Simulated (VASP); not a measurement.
## SiNi: single point with PBE

The system is SiNi.

```
CELL_PARAMETERS angstrom
5.17310 0.00000 0.00000
0.00000 3.33810 0.00000
0.00000 0.00000 5.60490
ATOMIC_POSITIONS crystal
Ni 0.00779 0.25000 0.18752
Ni 0.49221 0.75000 0.68752
Ni 0.50779 0.25000 0.31248
Ni 0.99221 0.75000 0.81248
Si 0.32128 0.75000 0.08250
Si 0.17872 0.25000 0.58250
Si 0.82128 0.75000 0.41750
Si 0.67872 0.25000 0.91750
```

- Program: VASP 6.6.1
- Task: single point
- Functional: PBE
- Potentials or basis: VASP PAW PBE potentials, release 64 (Ni, Si)
- Cutoff: 520 eV
- k mesh: 5 × 7 × 4
- Occupations: fermi-dirac, width 0.1 eV
- Spin: collinear spin, ferromagnetic start
- Starting moments: [0.2, 0.2, 0.2, 0.2, 0.0, 0.0, 0.0, 0.0] μB
- Dipole correction: no
- Further INCAR settings: ALGO = Normal; EDIFF = 1e-06; NBANDS = 42

```json
{
 "Pressure": "1.8 GPa",
 "Largest force": "0.051 eV/Å",
 "Band gap on the k mesh": "zero (filled and empty bands overlap)",
 "Net moment": "0.00 μB per cell",
 "Valence electrons inside the program's atomic spheres": "Ni 9.59; Si 1.61"
}
```

Forces in eV/Å, atoms in the order of the input:
```
Ni   0.035  0.000  0.037
Ni  -0.035  0.000  0.037
Ni   0.035  0.000 -0.037
Ni  -0.035  0.000 -0.037
Si   0.021  0.000  0.027
Si  -0.021  0.000  0.027
Si   0.021  0.000 -0.027
Si  -0.021  0.000 -0.027
```

Stress tensor (GPa, compression positive):
```
0.95 0.00 0.00
0.00 2.20 0.00
0.00 0.00 2.29
```

Levels at points of the mesh, in eV from the Fermi level:
Spin up:
| k point | band 25 | band 26 | band 27 | band 28 | band 29 | band 30 | band 31 | band 32 |
| --- | --- | --- | --- | --- | --- | --- | --- | --- |
| (0.00, 0.00, 0.00) | -1.88 | -1.20 | -1.01 | -1.00 | 0.54 | 1.19 | 3.36 | 4.03 |
| (0.00, 0.00, 0.50) | -1.51 | -1.51 | -0.30 | -0.30 | 1.03 | 1.03 | 3.25 | 3.25 |
Spin down:
```tsv
k point	band 26	band 27	band 28	band 29	band 30	band 31
(0.00, 0.00, 0.00)	-1.20	-1.01	-1.00	0.54	1.19	3.36
(0.00, 0.00, 0.50)	-1.51	-0.30	-0.30	1.03	1.03	3.25
```

Run time: 7.4 min on 1 thread of Oxide Virtual Turin-like Processor, with other jobs on the host, peak memory 0.33 GiB.
